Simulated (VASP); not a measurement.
# RbBr in VASP: a series of runs

RbBr is run at these levels: HSE06; tasks: single point.

All numbers are computed with VASP 6.6.1; they aren't measurements. Logs are shortened: lines on timing, memory, paths and dates and some standing lists are left out, and cuts for length are marked.

## Step 1: The cell of the first run

The structure is cubic, space group Pm-3m (No. 221). Conventional cell: a = 3.988 Å, b = 3.988 Å, c = 3.988 Å, α = 90.00°, β = 90.00°, γ = 90.00°. Within 4.5 Å of Rb (site symmetry m-3m) lie 8 Br at 3.45 Å and 6 Rb at 3.99 Å. Within 4.5 Å of Br (site symmetry m-3m) lie 8 Rb at 3.45 Å and 6 Br at 3.99 Å.

## Step 2: Single point, HSE06 (strain -3.4%)

The input, POSCAR:

```
RbBr
1.0
    3.9884027085      0.0000000000      0.0000000000
    0.0000000000      3.9884027085      0.0000000000
    0.0000000000      0.0000000000      3.9884027085
Rb Br
1 1
Direct
    0.0000000000      0.0000000000      0.0000000000
    0.5000000000      0.5000000000      0.5000000000
```

The input, INCAR.step1:

```
SYSTEM = RbBr
PREC = Accurate
ENCUT = 520
EDIFF = 1E-5
ISMEAR = 0
SIGMA = 0.01
LREAL = .FALSE.
LASPH = .TRUE.
NELM = 60
ALGO = Normal
ISIF = 2
LWAVE = .TRUE.
LCHARG = .FALSE.
NBANDS = 15
GGA = PE
```

The input, INCAR.step2:

```
SYSTEM = RbBr
PREC = Accurate
ENCUT = 520
EDIFF = 1E-6
ISMEAR = 0
SIGMA = 0.01
LREAL = .FALSE.
LASPH = .TRUE.
NELM = 60
ALGO = Normal
ISIF = 2
LWAVE = .FALSE.
LCHARG = .FALSE.
GGA = PE
LHFCALC = .TRUE.
HFSCREEN = 0.2079
PRECFOCK = Normal
NBANDS = 15
ISTART = 1
```

The input, KPOINTS:

```
regular mesh
0
G
  4 4 4
  0 0 0
```

Potentials or basis: VASP PAW PBE potentials, release 64 (Rb_sv, Br).

The run is started by

```console
$ cat potpaw_PBE.64/Rb_sv/POTCAR potpaw_PBE.64/Br/POTCAR > POTCAR
$ cp INCAR.step1 INCAR
$ mpirun -np 1 vasp_std > vasp.out
$ cp INCAR.step2 INCAR
$ mpirun -np 1 vasp_std > vasp.out
```

OUTCAR:

```text
SYSTEM = RbBr
   PREC = Accurate
   ENCUT = 520
   EDIFF = 1E-6
   ISMEAR = 0
   LREAL = .FALSE.
   LASPH = .TRUE.
   NELM = 60
   ISIF = 2
   GGA = PE
   LHFCALC = .TRUE.
   HFSCREEN = 0.2079
   PRECFOCK = Normal
   ISTART = 1

 ion  position               nearest neighbor table
   1  0.000  0.000  0.000-   2 3.45   2 3.45   2 3.45   2 3.45   2 3.45   2 3.45   2 3.45   2 3.45

   2  0.500  0.500  0.500-   1 3.45   1 3.45   1 3.45   1 3.45   1 3.45   1 3.45   1 3.45   1 3.45

  LATTYP: Found a simple cubic cell.
 ALAT       =     3.9884027085

  Lattice vectors:

 A1 = (   3.9884027085,   0.0000000000,   0.0000000000)
 A2 = (   0.0000000000,   3.9884027085,   0.0000000000)
 A3 = (   0.0000000000,   0.0000000000,   3.9884027085)

Analysis of symmetry for initial positions (statically):
=====================================================================
 Subroutine PRICEL returns:
 Original cell was already a primitive cell.

 Routine SETGRP: Setting up the symmetry group for a
 simple cubic supercell.

 Subroutine GETGRP returns: Found 48 space group operations
 (whereof 48 operations were pure point group operations)
 out of a pool of 48 trial point group operations.

The static configuration has the point symmetry O_h .

Analysis of symmetry for dynamics (positions and initial velocities):
=====================================================================
 Subroutine PRICEL returns:
 Original cell was already a primitive cell.

 Routine SETGRP: Setting up the symmetry group for a
 simple cubic supercell.

 Subroutine GETGRP returns: Found 48 space group operations
 (whereof 48 operations were pure point group operations)
 out of a pool of 48 trial point group operations.

The dynamic configuration has the point symmetry O_h .

 Subroutine INISYM returns: Found 48 space group operations
 (whereof 48 operations are pure point group operations),
 and found     1 'primitive' translations

----------------------------------------------------------------------------------------

                                     Primitive cell

  volume of cell :      63.4449

  direct lattice vectors                    reciprocal lattice vectors
     3.988402708  0.000000000  0.000000000     0.250726938  0.000000000  0.000000000
     0.000000000  3.988402708  0.000000000     0.000000000  0.250726938  0.000000000
     0.000000000  0.000000000  3.988402708     0.000000000  0.000000000  0.250726938

  length of vectors
     3.988402708  3.988402708  3.988402708     0.250726938  0.250726938  0.250726938

  position of ions in fractional coordinates (direct lattice)
     0.000000000  0.000000000  0.000000000
     0.500000000  0.500000000  0.500000000

  ion indices of the primitive-cell ions
   primitive index   ion index
                 1           1
                 2           2

----------------------------------------------------------------------------------------

 KPOINTS: regular mesh

Automatic generation of k-mesh.
 Grid dimensions read from file:
 generate k-points for:    4    4    4

 Generating k-lattice:

  Cartesian coordinates                     Fractional coordinates (reciprocal lattice)
     0.062681735  0.000000000  0.000000000     0.250000000  0.000000000  0.000000000
     0.000000000  0.062681735  0.000000000     0.000000000  0.250000000  0.000000000
     0.000000000  0.000000000  0.062681735     0.000000000  0.000000000  0.250000000

  Length of vectors
     0.062681735  0.062681735  0.062681735

  Shift w.r.t. Gamma in fractional coordinates (k-lattice)
     0.000000000  0.000000000  0.000000000

 Subroutine IBZKPT returns following result:
 ===========================================

 Found     10 irreducible k-points:

 Following reciprocal coordinates:
            Coordinates               Weight
  0.000000  0.000000  0.000000      1.000000
  0.250000  0.000000  0.000000      6.000000
  0.500000  0.000000  0.000000      3.000000
  0.250000  0.250000  0.000000     12.000000
  0.500000  0.250000  0.000000     12.000000
  0.500000  0.500000  0.000000      3.000000
  0.250000  0.250000  0.250000      8.000000
  0.500000  0.250000  0.250000     12.000000
  0.500000  0.500000  0.250000      6.000000
  0.500000  0.500000  0.500000      1.000000
   k-points           NKPTS =     10   k-points in BZ     NKDIM =     64   number of bands    NBANDS=     15
   number of dos      NEDOS =    301   number of ions     NIONS =      2
   total plane-waves  NPLWV =  27000
   dimension x,y,z NGX =    30 NGY =   30 NGZ =   30
   dimension x,y,z NGXF=    60 NGYF=   60 NGZF=   60
   ions per type =               1   1
   NGX,Y,Z   is equivalent  to a cutoff of  12.50, 12.50, 12.50 a.u.
   NGXF,Y,Z  is equivalent  to a cutoff of  25.01, 25.01, 25.01 a.u.
 SYSTEM =  RbBr
   PREC   = accura    normal or accurate (medium, high low for compatibility)
   ISTART =      1    job   : 0-new  1-cont  2-samecut
   ICHARG =      0    charge: 1-file 2-atom 10-const
   ISPIN  =      1    spin polarized calculation?
   LNONCOLLINEAR =      F non collinear calculations
   LSORBIT =      F    spin-orbit coupling
   LASPH  =      T    aspherical Exc in radial PAW
   ENCUT  =  520.0 eV  38.22 Ry    6.18 a.u.   7.42  7.42  7.42*2*pi/ulx,y,z
   NELM   =     60;   NELMIN=  2; NELMDL=  0     # of ELM steps
   EDIFF  = 0.1E-05   stopping-criterion for ELM
   LREAL  =      F    real-space projection
   EDIFFG = 0.1E-04   stopping-criterion for IOM
   NSW    =      0    number of steps for IOM
   IBRION =     -1    ionic relax: 0-MD 1-quasi-New 2-CG
   NFREE  =      0    steps in history (QN), initial steepest desc. (CG)
   ISIF   =      2    stress and relaxation
   ISYM   =      3    0-nonsym 1-usesym 2-fastsym
   POTIM  = 0.5000    time-step for ionic-motion
   TEBEG  =    0.0;   TEEND  =   0.0 temperature during run
   PSTRESS=    0.0 pullay stress
   NELECT =      16.0000    total number of electrons
   NUPDOWN=      -1.0000    fix difference up-down
   EMIN   =  10.00;   EMAX   =-10.00  energy-range for DOS
   EFERMI =   0.00;   METHOD = LEGACY
   ISMEAR =     0;   SIGMA  =   0.01  broadening in eV -4-tet -1-fermi 0-gaus
   EFERMI_NEDOS =   21; number of points for ismear=-14 and -15
   IALGO  =     38    algorithm
   IMIX   =      1    mixing-type and parameters
     AMIX     =   0.40;   BMIX     =  1.00
     AMIX_MAG =   1.60;   BMIX_MAG =  1.00
  volume/ion in A,a.u.               =      31.72       214.07
  Fermi-wavevector in a.u.,A,eV,Ry     =   1.034306  1.954555 14.555369  1.069789
  Thomas-Fermi vector in A             =   2.168595
   LORBIT       =      0    0 simple, 1 ext, 2 COOP (PROOUT), +10 PAW based schemes
   GGA     = PE    functional components
   LHFCALC =     T    Hartree Fock is set to
   PRECFOCK=normal    Normal, Fast or Accurate (Low or Medium for compatibility)
   ENCUT4O =  -1.0   cutoff for four orbital integrals eV
   NKREDX  =     1    reduce k-point grid by
   NKREDY  =     1    reduce k-point grid by
   NKREDZ  =     1    reduce k-point grid by
   AEXX    =    0.2500 exact exchange contribution
   HFSCREEN=    0.2079 screening length (either q_TF or 0.3 A-1)
   HFSCREENC=   0.2079 screening length for correlation (either q_TF or 0.3 A-1)
   ENCUTFOCK=  -1.0 apply spherical cutoff to Coloumb kernel
   IVDW    =     0    specifies the selected vdW correction
   LEPSILON=     F    determine dielectric tensor
   LRPA    =     F    only Hartree local field effects (RPA)
 non-spin polarized calculation
 Gauss-broadening in eV      SIGMA  =   0.01
  energy-cutoff  :      520.00
  volume of cell :       63.44
 maximum number of plane-waves:      1743
 NGX is ok and might be reduce to    30
  NGX = 24; NGY = 24; NGZ = 24

 number of electron      15.9999997 magnetization

 Free energy of the ion-electron system (eV)
  ---------------------------------------------------
  ext. energy  EPLUGINS =         0.00000000
  ---------------------------------------------------
  free energy    TOTEN  =        -6.90264462 eV

  energy without entropy =       -6.90264462  energy(sigma->0) =       -6.90264462

 E-fermi :  -0.9361     XC(G=0):  -6.9849

 val. band max:       -0.9907273840   @ k =   0.5000   0.5000   0.0000
 cond. band min:       4.6860356699   @ k =   0.0000   0.0000   0.0000
 fundamental gap:      5.6767630539
 Fermi energy:        -0.9361211431

 k-point     1 :       0.0000    0.0000    0.0000
  band No.  band energies     occupation
      1     -27.6868      2.00000
      2     -14.8692      2.00000
      3     -10.4803      2.00000
      4     -10.4803      2.00000
      5     -10.4803      2.00000
      6      -1.1556      2.00000
      7      -1.1556      2.00000
      8      -1.1556      2.00000
      9       4.6860      0.00000
     10       5.6381      0.00000
     11       5.6381      0.00000
     12      10.7057      0.00000
     13      10.7057      0.00000
     14      10.7057      0.00000
     15      13.5629      0.00000

 k-point     2 :       0.2500    0.0000    0.0000
  band No.  band energies     occupation
      1     -27.6691      2.00000
      2     -14.8725      2.00000
      3     -10.5559      2.00000
      4     -10.4418      2.00000
      5     -10.4418      2.00000
      6      -2.2644      2.00000
      7      -1.2183      2.00000
      8      -1.2183      2.00000
      9       6.0905      0.00000
     10       6.1724      0.00000
     11       7.1799      0.00000
     12      10.4924      0.00000
     13      10.4924      0.00000
     14      11.0177      0.00000
     15      11.1086      0.00000

 k-point     3 :       0.5000    0.0000    0.0000
  band No.  band energies     occupation
      1     -27.6512      2.00000
      2     -14.8809      2.00000
      3     -10.6098      2.00000
      4     -10.4026      2.00000
      5     -10.4026      2.00000
      6      -3.1054      2.00000
      7      -1.2845      2.00000
      8      -1.2845      2.00000
      9       7.2085      0.00000
     10       7.8720      0.00000
     11       8.5954      0.00000
     12       8.9471      0.00000
     13      10.7606      0.00000
     14      10.7606      0.00000
     15      11.7028      0.00000

 k-point     4 :       0.2500    0.2500    0.0000
  band No.  band energies     occupation
      1     -27.6524      2.00000
      2     -14.8080      2.00000
      3     -10.7088      2.00000
      4     -10.5134      2.00000
      5     -10.4107      2.00000
      6      -2.2629      2.00000
      7      -1.8009      2.00000
      8      -1.1798      2.00000
      9       6.5731      0.00000
     10       6.7717      0.00000
     11       8.0796      0.00000
     12       9.2929      0.00000
     13      10.0154      0.00000
     14      10.8410      0.00000
     15      11.4347      0.00000
[... 55 lines left out ...]
 k-point     8 :       0.5000    0.2500    0.2500
  band No.  band energies     occupation
      1     -27.6203      2.00000
      2     -14.6335      2.00000
      3     -10.8030      2.00000
      4     -10.6560      2.00000
      5     -10.5963      2.00000
      6      -2.5655      2.00000
      7      -2.0664      2.00000
      8      -1.6912      2.00000
      9       7.2204      0.00000
     10       7.8496      0.00000
     11       7.9035      0.00000
     12       9.6834      0.00000
     13       9.9203      0.00000
     14      10.4042      0.00000
     15      13.1661      0.00000

 k-point     9 :       0.5000    0.5000    0.2500
  band No.  band energies     occupation
      1     -27.6049      2.00000
      2     -14.5142      2.00000
      3     -10.8574      2.00000
      4     -10.8574      2.00000
      5     -10.5744      2.00000
      6      -2.4742      2.00000
      7      -2.4742      2.00000
      8      -1.9498      2.00000
      9       6.8643      0.00000
     10       8.4465      0.00000
     11       8.4845      0.00000
     12       8.4845      0.00000
     13      11.3375      0.00000
     14      11.3375      0.00000
     15      13.1826      0.00000

 k-point    10 :       0.5000    0.5000    0.5000
  band No.  band energies     occupation
      1     -27.5901      2.00000
      2     -14.4310      2.00000
      3     -10.7821      2.00000
      4     -10.7821      2.00000
      5     -10.7821      2.00000
      6      -2.7001      2.00000
      7      -2.7001      2.00000
      8      -2.7001      2.00000
      9       8.8607      0.00000
     10       8.8607      0.00000
     11       8.8607      0.00000
     12      10.3799      0.00000
     13      10.3799      0.00000
     14      10.3799      0.00000
     15      13.4192      0.00000

------------------------ aborting loop because EDIFF is reached ----------------------------------------

  FORCE on cell =-STRESS in cart. coord.  units (eV):
  Direction    XX          YY          ZZ          XY          YZ          ZX
  --------------------------------------------------------------------------------------
  -------------------------------------------------------------------------------------
  Total        1.0737645      1.0737645      1.0737645      0.0000000      0.0000000      0.0000000
  in kB       27.1158125     27.1158125     27.1158125      0.0000000      0.0000000      0.0000000
  external PRESSURE =      27.1158125 kB  Pullay stress =       0.0000000 kB

 VOLUME and BASIS-vectors are now :
 -----------------------------------------------------------------------------
  energy-cutoff  :      520.00
  volume of cell :       63.44
      direct lattice vectors                 reciprocal lattice vectors
     3.988402708  0.000000000  0.000000000     0.250726938  0.000000000  0.000000000
     0.000000000  3.988402708  0.000000000     0.000000000  0.250726938  0.000000000
     0.000000000  0.000000000  3.988402708     0.000000000  0.000000000  0.250726938

 POSITION                                       TOTAL-FORCE (eV/Angst)
 -----------------------------------------------------------------------------------
      0.00000      0.00000      0.00000         0.000000      0.000000      0.000000
      1.99420      1.99420      1.99420         0.000000      0.000000      0.000000
 -----------------------------------------------------------------------------------
    total drift:                                0.000000      0.000000      0.000000

  FREE ENERGIE OF THE ION-ELECTRON SYSTEM (eV)
  ---------------------------------------------------
  free  energy   TOTEN  =        -6.9026446218 eV

  energy  without entropy=       -6.9026446218  energy(sigma->0) =       -6.90264462
```

Wall time 2.4 min (1 thread of Intel Xeon 6975P-C (Granite Rapids), shared host); peak memory 0.28 GiB.

What came out:

```
Free energy            : -6.9026 eV
Pressure               : 2.7 GPa
Band gap on the k mesh : 5.68 eV (least direct gap 5.84 eV)
```

Caveat: the cell differs from its parent crystal (strain -3.4%); the structure was generated, so it needn't be the stable form of RbBr; the PAW data sets were made with another functional, which shifts forces and pressure a little. A k mesh can miss the band edges.

## Step 3: Single point, HSE06 (uniaxial z strain -1.7%)

The input, POSCAR:

```
RbBr
1.0
    4.1279266285      0.0000000000      0.0000000000
    0.0000000000      4.1279266285      0.0000000000
    0.0000000000      0.0000000000      4.0561007052
Rb Br
1 1
Direct
    0.0000000000      0.0000000000      0.0000000000
    0.5000000000      0.5000000000      0.5000000000
```

The input, INCAR.step1:

```
SYSTEM = RbBr
ALGO = Normal
EDIFF = 1E-5
ENCUT = 520
GGA = PE
ISIF = 2
ISMEAR = 0
LASPH = .True.
LCHARG = .False.
LREAL = .False.
LWAVE = .True.
NBANDS = 15
NELM = 100
PREC = Accurate
SIGMA = 0.01
```

The input, INCAR.step2:

```
SYSTEM = RbBr
ALGO = Normal
EDIFF = 1E-6
ENCUT = 520
GGA = PE
HFSCREEN = 0.2079
ISIF = 2
ISMEAR = 0
ISTART = 1
LASPH = .True.
LCHARG = .False.
LHFCALC = .True.
LREAL = .False.
LWAVE = .False.
NBANDS = 15
NELM = 100
PREC = Accurate
PRECFOCK = Normal
SIGMA = 0.01
```

The input, KPOINTS:

```
k-points
0
Gamma
  4 4 4
  0 0 0
```

Potentials or basis: VASP PAW PBE potentials, release 64 (Rb_sv, Br).

The run is started by

```console
$ cat potpaw_PBE.64/Rb_sv/POTCAR potpaw_PBE.64/Br/POTCAR > POTCAR
$ cp INCAR.step1 INCAR
$ mpirun -np 1 vasp_std > vasp.out
$ cp INCAR.step2 INCAR
$ mpirun -np 1 vasp_std > vasp.out
```

Run time: 5.7 min. Hardware: 1 thread of Intel Xeon 6975P-C (Granite Rapids), shared host; peak memory 0.29 GiB.

It converged, with:

```
Free energy            : -6.9606 eV
Pressure               : 0.8 GPa
Band gap on the k mesh : 5.27 eV (least direct gap 5.42 eV)
```

Stress tensor (GPa, compression positive):
```
0.57 0.00 0.00
0.00 0.57 0.00
0.00 0.00 1.13
```

Levels at points of the mesh, in eV from the valence-band top:
```tsv
k point	band 6	band 7	band 8	band 9	band 10	band 11
(0.00, 0.00, 0.00)	-0.25	-0.25	-0.16	5.27	6.65	6.73
(0.50, 0.00, 0.00)	-1.91	-0.34	-0.23	8.10	8.34	8.97
(0.50, 0.50, 0.00)	-1.20	-1.20	0.00	6.42	7.52	9.38
(0.00, 0.00, 0.50)	-1.92	-0.32	-0.32	8.15	8.36	9.08
(0.50, 0.00, 0.50)	-1.24	-1.18	-0.08	6.46	7.38	9.16
(0.50, 0.50, 0.50)	-1.54	-1.50	-1.50	9.43	9.43	9.51
```

Caveat: the cell differs from its parent crystal (uniaxial z strain -1.7%); the structure was generated, so it needn't be the stable form of RbBr; the PAW data sets were made with another functional, which shifts forces and pressure a little.
